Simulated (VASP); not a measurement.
# WSe2: single point with LDA

WSe2, a slab with vacuum:

```xyz
6
Lattice="3.2486 0.0000 0.0000 -1.6243 2.8134 0.0000 0.0000 0.0000 23.6283" Properties=species:S:1:pos:R:3 pbc="T T T"
W     1.4439    0.9378    3.2009
W     0.1973    1.8756   20.4275
Se   -0.2200    1.8756    4.8648
Se    1.8183    0.9378   22.0951
Se   -0.2135    1.8756    1.5332
Se    1.8243    0.9378   18.7635
```

This cell differs from its parent crystal: atoms displaced along several vibrational modes.

```yaml
Program: VASP 6.6.1
Task: single point
Functional: LDA
Potentials_or_basis: VASP PAW LDA potentials, release 64 (W_sv, Se)
Cutoff: 520 eV
k_mesh: 9 × 9 × 2
Occupations: gaussian, width 0.05 eV
Spin: no spin polarisation
Dipole_correction: no
Further_INCAR_settings: ALGO = Normal; EDIFF = 1e-07; NBANDS = 35
```

- Largest force: 0.680 eV/Å
- Band gap on the k mesh: 1.33 eV (least direct gap 1.69 eV)

Forces in eV/Å, atoms in the order of the input:
```
W   -0.680 -0.001 -0.003
W   -0.040 -0.006 -0.002
Se   0.383  0.006  0.125
Se  -0.015 -0.015  0.068
Se   0.369  0.017 -0.082
Se  -0.018  0.000 -0.106
```

Levels at points of the mesh, in eV from the valence-band top:
| k point | band 24 | band 25 | band 26 | band 27 | band 28 | band 29 |
| --- | --- | --- | --- | --- | --- | --- |
| (0.00, 0.00, 0.00) | -1.19 | -0.80 | 0.00 | 2.77 | 2.89 | 2.95 |
| (0.00, 0.00, 0.50) | -1.19 | -0.80 | 0.00 | 2.77 | 2.89 | 2.95 |

It took 8.5 min on 1 thread of Intel(R) Xeon(R) Platinum 8488C (Sapphire Rapids) (shared host), peak memory 0.61 GiB.

Caveat: the cell differs from its parent crystal (atoms displaced along several vibrational modes); there is no dipole correction, which matters where the two faces differ; spin-orbit coupling is left out, which moves the levels of the heavy elements.
